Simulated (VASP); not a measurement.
# Be (P6/mmm) in VASP: a series of runs

Runs on Be. Level: PBEsol. Tasks: single point.

Everything below comes from runs of VASP 6.6.1. Logs are shortened: lines on timing, memory, paths and dates and some standing lists are left out, and cuts for length are marked.

## 1. The cell of the first run

Symmetry: P6/mmm, No. 191, hexagonal system. The conventional cell has a = 1.814 Å, b = 1.814 Å, c = 1.790 Å, α = 90.00°, β = 90.00°, γ = 120.00°. Be (site symmetry 6/mmm) has 8 Be at 1.79 to 1.81 Å within 2.4 Å.

This isn't the form of Be at room conditions, which is hcp.

## 2. Single point, PBEsol

INCAR

```
PREC     = Accurate       # precision mode
ENCUT    = 520            # plane-wave cutoff, eV
EDIFF    = 1E-6           # SCF threshold, eV
ISMEAR   = -1             # smearing method
SIGMA    = 0.05           # smearing width, eV
LREAL    = False          # projectors in reciprocal space
LASPH    = True           # aspherical terms in the spheres
NELM     = 100            # most SCF steps
ALGO     = Normal         # electronic algorithm
ISIF     = 2              # what is computed and relaxed
LWAVE    = False          # write WAVECAR
LCHARG   = False          # write CHGCAR
GGA      = PS             # functional
NBANDS   = 7              # bands
```

KPOINTS

```
Automatic mesh
0
Gamma
  24 24 22
```

POSCAR

```
Be
1.0
    1.8135757274      0.0000000000      0.0000000000
   -0.9067878637      1.5706026516      0.0000000000
    0.0000000000      0.0000000000      1.7900441984
Be
1
Direct
    0.0000000000      0.0000000000      0.0000000000
```

Potentials or basis: VASP PAW PBE potentials, release 64 (Be).

Started as:

```
$ cat potpaw_PBE.64/Be/POTCAR > POTCAR
$ mpirun -np 1 vasp_std > vasp.out
```

OUTCAR:

```text
PREC = Accurate
   ENCUT = 520
   EDIFF = 1E-6
   ISMEAR = -1
   LREAL = False
   LASPH = True
   NELM = 100
   ISIF = 2
   GGA = PS

 ion  position               nearest neighbor table
   1  0.000  0.000  0.000-

  LATTYP: Found a hexagonal cell.
 ALAT       =     1.8135757274
 C/A-ratio  =     0.9870247883

  Lattice vectors:

 A1 = (   1.8135757274,   0.0000000000,   0.0000000000)
 A2 = (  -0.9067878637,   1.5706026516,   0.0000000000)
 A3 = (   0.0000000000,   0.0000000000,   1.7900441984)

Analysis of symmetry for initial positions (statically):
=====================================================================
 Subroutine PRICEL returns:
 Original cell was already a primitive cell.

 Routine SETGRP: Setting up the symmetry group for a
 hexagonal supercell.

 Subroutine GETGRP returns: Found 24 space group operations
 (whereof 24 operations were pure point group operations)
 out of a pool of 24 trial point group operations.

The static configuration has the point symmetry D_6h.

Analysis of symmetry for dynamics (positions and initial velocities):
=====================================================================
 Subroutine PRICEL returns:
 Original cell was already a primitive cell.

 Routine SETGRP: Setting up the symmetry group for a
 hexagonal supercell.

 Subroutine GETGRP returns: Found 24 space group operations
 (whereof 24 operations were pure point group operations)
 out of a pool of 24 trial point group operations.

The dynamic configuration has the point symmetry D_6h.

 Subroutine INISYM returns: Found 24 space group operations
 (whereof 24 operations are pure point group operations),
 and found     1 'primitive' translations

----------------------------------------------------------------------------------------

                                     Primitive cell

  volume of cell :       5.0988

  direct lattice vectors                    reciprocal lattice vectors
     1.813575727  0.000000000  0.000000000     0.551396881  0.318349138  0.000000000
    -0.906787864  1.570602652  0.000000000     0.000000000  0.636698276  0.000000000
     0.000000000  0.000000000  1.790044198     0.000000000  0.000000000  0.558645424

  length of vectors
     1.813575727  1.813575727  1.790044198     0.636698276  0.636698276  0.558645424

  position of ions in fractional coordinates (direct lattice)
     0.000000000  0.000000000  0.000000000

  ion indices of the primitive-cell ions
   primitive index   ion index
                 1           1

----------------------------------------------------------------------------------------

 KPOINTS: Automatic mesh

Automatic generation of k-mesh.
 Grid dimensions read from file:
 generate k-points for:   24   24   22

 Generating k-lattice:

  Cartesian coordinates                     Fractional coordinates (reciprocal lattice)
     0.022974870  0.013264547  0.000000000     0.041666667  0.000000000  0.000000000
     0.000000000  0.026529095  0.000000000     0.000000000  0.041666667  0.000000000
     0.000000000  0.000000000  0.025392974     0.000000000  0.000000000  0.045454545

  Length of vectors
     0.026529095  0.026529095  0.025392974

  Shift w.r.t. Gamma in fractional coordinates (k-lattice)
     0.000000000  0.000000000  0.000000000

 Subroutine IBZKPT returns following result:
 ===========================================

 Found    732 irreducible k-points:

 Following reciprocal coordinates:
            Coordinates               Weight
  0.000000  0.000000  0.000000      1.000000
  0.041667  0.000000  0.000000      6.000000
  0.083333  0.000000  0.000000      6.000000
  0.125000  0.000000  0.000000      6.000000
  0.166667  0.000000  0.000000      6.000000
  0.208333 -0.000000  0.000000      6.000000
[... 16 lines left out ...]
  0.416667  0.041667  0.000000     12.000000
  0.458333  0.041667  0.000000     12.000000
 [... further k-points ...]
   k-points           NKPTS =    732   k-points in BZ     NKDIM =    732   number of bands    NBANDS=      7
   number of dos      NEDOS =    301   number of ions     NIONS =      1
   total plane-waves  NPLWV =   2744
   dimension x,y,z NGX =    14 NGY =   14 NGZ =   14
   dimension x,y,z NGXF=    28 NGYF=   28 NGZF=   28
   ions per type =               1
   NGX,Y,Z   is equivalent  to a cutoff of  12.83, 12.83, 13.00 a.u.
   NGXF,Y,Z  is equivalent  to a cutoff of  25.67, 25.67, 26.00 a.u.
 SYSTEM =  unknown system
   PREC   = accura    normal or accurate (medium, high low for compatibility)
   ISTART =      0    job   : 0-new  1-cont  2-samecut
   ICHARG =      2    charge: 1-file 2-atom 10-const
   ISPIN  =      1    spin polarized calculation?
   LNONCOLLINEAR =      F non collinear calculations
   LSORBIT =      F    spin-orbit coupling
   LASPH  =      T    aspherical Exc in radial PAW
   ENCUT  =  520.0 eV  38.22 Ry    6.18 a.u.   3.37  3.37  3.33*2*pi/ulx,y,z
   NELM   =    100;   NELMIN=  2; NELMDL= -5     # of ELM steps
   EDIFF  = 0.1E-05   stopping-criterion for ELM
   LREAL  =      F    real-space projection
   EDIFFG = 0.1E-04   stopping-criterion for IOM
   NSW    =      0    number of steps for IOM
   IBRION =     -1    ionic relax: 0-MD 1-quasi-New 2-CG
   NFREE  =      0    steps in history (QN), initial steepest desc. (CG)
   ISIF   =      2    stress and relaxation
   ISYM   =      2    0-nonsym 1-usesym 2-fastsym
   POTIM  = 0.5000    time-step for ionic-motion
   TEBEG  =    0.0;   TEEND  =   0.0 temperature during run
   PSTRESS=    0.0 pullay stress
   NELECT =       2.0000    total number of electrons
   NUPDOWN=      -1.0000    fix difference up-down
   EMIN   =  10.00;   EMAX   =-10.00  energy-range for DOS
   EFERMI =   0.00;   METHOD = LEGACY
   ISMEAR =    -1;   SIGMA  =   0.05  broadening in eV -4-tet -1-fermi 0-gaus
   EFERMI_NEDOS =   21; number of points for ismear=-14 and -15
   IALGO  =     38    algorithm
   IMIX   =      4    mixing-type and parameters
     AMIX     =   0.40;   BMIX     =  1.00
     AMIX_MAG =   1.60;   BMIX_MAG =  1.00
  volume/ion in A,a.u.               =       5.10        34.41
  Fermi-wavevector in a.u.,A,eV,Ry     =   1.198385  2.264619 19.539677  1.436126
  Thomas-Fermi vector in A             =   2.334275
   LORBIT       =      0    0 simple, 1 ext, 2 COOP (PROOUT), +10 PAW based schemes
   GGA     = PS    functional components
   LHFCALC =     F    Hartree Fock is set to
   AEXX    =    0.0000 exact exchange contribution
   IVDW    =     0    specifies the selected vdW correction
   LEPSILON=     F    determine dielectric tensor
   LRPA    =     F    only Hartree local field effects (RPA)
 non-spin polarized calculation
  energy-cutoff  :      520.00
  volume of cell :        5.10
 maximum number of plane-waves:       147
 NGX is ok and might be reduce to    14
   NGX =  7   NGY =  7   NGZ =  7

 number of electron       2.0000000 magnetization

 Free energy of the ion-electron system (eV)
  ---------------------------------------------------
  ext. energy  EPLUGINS =         0.00000000
  ---------------------------------------------------
  free energy    TOTEN  =        -2.22448787 eV

  energy without entropy =       -2.22250689  energy(sigma->0) =       -2.22349738

 E-fermi :  11.8605     XC(G=0): -12.1382

 val. band max:       11.8499572304   @ k =   0.3750   0.0000   0.5000
 cond. band min:      11.8632346973   @ k =   0.0417   0.0417   0.4091
 fundamental gap:      0.0132774668
 Fermi energy:        11.8605013491

 k-point     1 :       0.0000    0.0000    0.0000
  band No.  band energies     occupation
      1      -2.4769      2.00000
      2      30.6699      0.00000
      3      39.2472      0.00000
      4      39.2472      0.00000
      5      39.3368      0.00000
      6      51.4787      0.00000
      7      51.4787      0.00000

 k-point     2 :       0.0417    0.0000    0.0000
  band No.  band energies     occupation
      1      -2.4133      2.00000
      2      30.7641      0.00000
      3      37.4678      0.00000
      4      38.8516      0.00000
      5      40.7631      0.00000
      6      49.5380      0.00000
      7      52.0765      0.00000

 k-point     3 :       0.0833    0.0000    0.0000
  band No.  band energies     occupation
      1      -2.2224      2.00000
      2      31.0458      0.00000
      3      35.3233      0.00000
      4      37.8504      0.00000
      5      41.5777      0.00000
      6      47.8671      0.00000
      7      53.6828      0.00000

 k-point     4 :       0.1250    0.0000    0.0000
  band No.  band energies     occupation
      1      -1.9045      2.00000
      2      31.5126      0.00000
      3      32.8539      0.00000
      4      36.5664      0.00000
      5      41.3544      0.00000
      6      47.8525      0.00000
      7      55.9709      0.00000

 k-point     5 :       0.1667    0.0000    0.0000
  band No.  band energies     occupation
      1      -1.4603      2.00000
      2      30.1461      0.00000
      3      32.1600      0.00000
      4      35.2215      0.00000
      5      40.6119      0.00000
      6      48.9468      0.00000
      7      58.7104      0.00000

 k-point     6 :       0.2083   -0.0000    0.0000
  band No.  band energies     occupation
      1      -0.8918      2.00000
      2      27.3441      0.00000
      3      32.9806      0.00000
      4      33.9337      0.00000
      5      39.9465      0.00000
      6      50.3357      0.00000
      7      61.7664      0.00000

 k-point     7 :       0.2500    0.0000    0.0000
  band No.  band energies     occupation
      1      -0.2040      2.00000
      2      24.5769      0.00000
      3      32.7641      0.00000
      4      33.9618      0.00000
      5      39.5092      0.00000
      6      51.5658      0.00000
      7      63.2005      0.00000
[... 121 lines left out ...]
 k-point    20 :       0.2917    0.0417    0.0000
  band No.  band energies     occupation
      1       1.0802      2.00000
      2      20.6942      0.00000
      3      30.4812      0.00000
      4      35.7501      0.00000
      5      40.2443      0.00000
      6      52.4282      0.00000
      7      61.0435      0.00000

 k-point    21 :       0.3333    0.0417    0.0000
  band No.  band energies     occupation
      1       2.0008      2.00000
      2      18.3705      0.00000
      3      29.7921      0.00000
      4      37.0051      0.00000
      5      40.2379      0.00000
      6      52.3555      0.00000
      7      58.3265      0.00000

 k-point    22 :       0.3750    0.0417    0.0000
  band No.  band energies     occupation
      1       2.9353      2.00000
      2      16.3676      0.00000
      3      29.2698      0.00000
      4      38.2512      0.00000
      5      40.3389      0.00000
      6      51.9266      0.00000
      7      55.9685      0.00000

 k-point    23 :       0.4167    0.0417    0.0000
  band No.  band energies     occupation
      1       3.7654      2.00000
      2      14.8182      0.00000
      3      28.9188      0.00000
      4      39.3312      0.00000
      5      40.4742      0.00000
      6      51.4526      0.00000
      7      54.1405      0.00000

 k-point    24 :       0.4583    0.0417    0.0000
  band No.  band energies     occupation
      1       4.2872      2.00000
      2      13.9349      0.00000
      3      28.7426      0.00000
      4      39.9942      0.00000
      5      40.5679      0.00000
      6      51.1577      0.00000
      7      53.1016      0.00000

 [... further k-points ...]

------------------------ aborting loop because EDIFF is reached ----------------------------------------

  FORCE on cell =-STRESS in cart. coord.  units (eV):
  Direction    XX          YY          ZZ          XY          YZ          ZX
  --------------------------------------------------------------------------------------
  -------------------------------------------------------------------------------------
  Total        4.5007256      4.5007256      4.4819169      0.0000000     -0.0000000      0.0000000
  in kB     1414.2537763   1414.2537763   1408.3435569      0.0000000     -0.0000000      0.0000000
  external PRESSURE =    1412.2837032 kB  Pullay stress =       0.0000000 kB

 VOLUME and BASIS-vectors are now :
 -----------------------------------------------------------------------------
  energy-cutoff  :      520.00
  volume of cell :        5.10
      direct lattice vectors                 reciprocal lattice vectors
     1.813575727  0.000000000  0.000000000     0.551396881  0.318349138  0.000000000
    -0.906787864  1.570602652  0.000000000     0.000000000  0.636698276  0.000000000
     0.000000000  0.000000000  1.790044198     0.000000000  0.000000000  0.558645424

 POSITION                                       TOTAL-FORCE (eV/Angst)
 -----------------------------------------------------------------------------------
      0.00000      0.00000      0.00000        -0.000000      0.000000      0.000000
 -----------------------------------------------------------------------------------
    total drift:                               -0.000000     -0.000000      0.000000

  FREE ENERGIE OF THE ION-ELECTRON SYSTEM (eV)
  ---------------------------------------------------
  free  energy   TOTEN  =        -2.2244878733 eV

  energy  without entropy=       -2.2225068933  energy(sigma->0) =       -2.22349738
```

It took 16 s on 1 thread of Intel Xeon 8259CL, shared host; peak memory 0.13 GiB.

What came out:

| Property | Result |
| --- | --- |
| Free energy | -2.2245 eV |
| Pressure | 141.2 GPa |
| Band gap on the k mesh | zero (bands 1 and 2 overlap by 7.97 eV) |

Stress tensor (GPa, compression positive):
```
141.43   0.00   0.00
  0.00 141.43   0.00
  0.00   0.00 140.83
```

Levels at points of the mesh, in eV from the Fermi level:
| k point | band 1 | band 2 | band 3 | band 4 | band 5 | band 6 |
| --- | --- | --- | --- | --- | --- | --- |
| (0.00, 0.00, 0.00) | -14.34 | 18.81 | 27.39 | 27.39 | 27.48 | 39.62 |
| (0.50, 0.00, 0.00) | -7.58 | 1.99 | 17.50 | 27.85 | 28.18 | 39.19 |
| (0.00, 0.00, 0.50) | -9.59 | -1.39 | 32.49 | 32.49 | 44.19 | 48.48 |
| (0.50, 0.00, 0.50) | 0.46 | 2.54 | 8.90 | 16.04 | 23.77 | 36.44 |

Caveat: the cell stands under pressure; the PAW data sets were made with another functional, which shifts forces and pressure a little.

## 3. Single point, PBEsol

INCAR

```
ALGO = Normal ; EDIFF = 1E-7
ENCUT = 520 ; GGA = PS
ISIF = 2 ; ISMEAR = -1
LASPH = T ; LCHARG = T
LELF = T ; LREAL = F
LVHAR = T ; LWAVE = F
NBANDS = 7 ; NELM = 80
PREC = Accurate ; SIGMA = 0.05
```

KPOINTS

```
k-points
0
Gamma
  24 24 22
```

POSCAR

```
Be
1.0
    1.8128339616      0.0000000000      0.0000000000
   -0.9064169808      1.5699602636      0.0000000000
    0.0000000000      0.0000000000      1.7892829725
Be
1
Direct
    0.0000000000      0.0000000000      0.0000000000
```

Potentials or basis: VASP PAW PBE potentials, release 64 (Be).

Started as:

```
$ cat potpaw_PBE.64/Be/POTCAR > POTCAR
$ mpirun -np 1 vasp_std > vasp.out
```

OUTCAR:

```text
EDIFF = 1E-7
   ENCUT = 520
   GGA = PS
   ISIF = 2
   ISMEAR = -1
   LASPH = T
   LREAL = F
   NELM = 80
   PREC = Accurate

 ion  position               nearest neighbor table
   1  0.000  0.000  0.000-

  LATTYP: Found a hexagonal cell.
 ALAT       =     1.8128339616
 C/A-ratio  =     0.9870087445

  Lattice vectors:

 A1 = (   1.8128339616,   0.0000000000,   0.0000000000)
 A2 = (  -0.9064169808,   1.5699602636,   0.0000000000)
 A3 = (   0.0000000000,   0.0000000000,   1.7892829725)

Analysis of symmetry for initial positions (statically):
=====================================================================
 Subroutine PRICEL returns:
 Original cell was already a primitive cell.

 Routine SETGRP: Setting up the symmetry group for a
 hexagonal supercell.

 Subroutine GETGRP returns: Found 24 space group operations
 (whereof 24 operations were pure point group operations)
 out of a pool of 24 trial point group operations.

The static configuration has the point symmetry D_6h.

[... 156 lines left out ...]
  energy without entropy =       -2.21691286  energy(sigma->0) =       -2.21790195

 E-fermi :  11.8764     XC(G=0): -12.1429

 val. band max:       11.8660796623   @ k =   0.3750   0.0000   0.5000
 cond. band min:      11.8832820199   @ k =   0.0417   0.0417   0.4091
 fundamental gap:      0.0172023576
 Fermi energy:        11.8764298917

 k-point     1 :       0.0000    0.0000    0.0000
  band No.  band energies     occupation
      1      -2.4697      2.00000
      2      30.7021      0.00000
      3      39.2870      0.00000
      4      39.2870      0.00000
      5      39.3739      0.00000
      6      51.5238      0.00000
      7      51.5238      0.00000
[... 221 lines left out ...]
 k-point    24 :       0.4583    0.0417    0.0000
  band No.  band energies     occupation
      1       4.2943      2.00000
      2      13.9554      0.00000
      3      28.7722      0.00000
      4      40.0359      0.00000
      5      40.6061      0.00000
      6      51.2047      0.00000
      7      53.1495      0.00000

 [... further k-points ...]

------------------------ aborting loop because EDIFF is reached ----------------------------------------

  FORCE on cell =-STRESS in cart. coord.  units (eV):
  Direction    XX          YY          ZZ          XY          YZ          ZX
  --------------------------------------------------------------------------------------
  -------------------------------------------------------------------------------------
  Total        4.5159179      4.5159179      4.4896762      0.0000000     -0.0000000      0.0000000
  in kB     1420.7933132   1420.7933133   1412.5371698      0.0000000     -0.0000000      0.0000000
  external PRESSURE =    1418.0412654 kB  Pullay stress =       0.0000000 kB

 VOLUME and BASIS-vectors are now :
 -----------------------------------------------------------------------------
  energy-cutoff  :      520.00
  volume of cell :        5.09
      direct lattice vectors                 reciprocal lattice vectors
     1.812833962  0.000000000  0.000000000     0.551622499  0.318479398  0.000000000
    -0.906416981  1.569960264  0.000000000     0.000000000  0.636958796  0.000000000
     0.000000000  0.000000000  1.789282972     0.000000000  0.000000000  0.558883092

 POSITION                                       TOTAL-FORCE (eV/Angst)
 -----------------------------------------------------------------------------------
      0.00000      0.00000      0.00000         0.000000      0.000000      0.000000
 -----------------------------------------------------------------------------------
    total drift:                                0.000000      0.000000      0.000000

  FREE ENERGIE OF THE ION-ELECTRON SYSTEM (eV)
  ---------------------------------------------------
  free  energy   TOTEN  =        -2.2188910472 eV

  energy  without entropy=       -2.2169128579  energy(sigma->0) =       -2.21790195
```

stdout:

```text
POSCAR found type information on POSCAR Be
 POSCAR found :  1 types and       1 ions
 scaLAPACK will be used
 -----------------------------------------------------------------------------
|                                                                             |
|                                                                             |
|     You enforced a specific xc type in the INCAR file but a different       |
|     I HOPE YOU KNOW WHAT YOU ARE DOING!                                     |
|                                                                             |
 -----------------------------------------------------------------------------

 LDA part: xc-table for (Slater+PW92), standard interpolation
 POSCAR, INCAR and KPOINTS ok, starting setup
 FFT: planning ... GRIDC
 FFT: planning ... GRID_SOFT
 FFT: planning ... GRID
 WAVECAR not read
 entering main loop
```

It took 15 s on 1 thread of Intel Xeon 8259CL, shared host; peak memory 0.13 GiB.

What came out:

- Free energy: -2.2189 eV
- Pressure: 141.8 GPa
- Band gap on the k mesh: zero (bands 1 and 2 overlap by 7.98 eV)

Levels at points of the mesh, in eV from the Fermi level:
```tsv
k point	band 1	band 2	band 3	band 4
(0.00, 0.00, 0.00)	-14.35	18.83	27.41	27.41
(0.50, 0.00, 0.00)	-7.59	2.00	17.51	27.87
(0.00, 0.00, 0.50)	-9.60	-1.39	32.52	32.52
(0.50, 0.00, 0.50)	0.46	2.54	8.91	16.06
```

Caveat: the cell stands under pressure; the PAW data sets were made with another functional, which shifts forces and pressure a little.
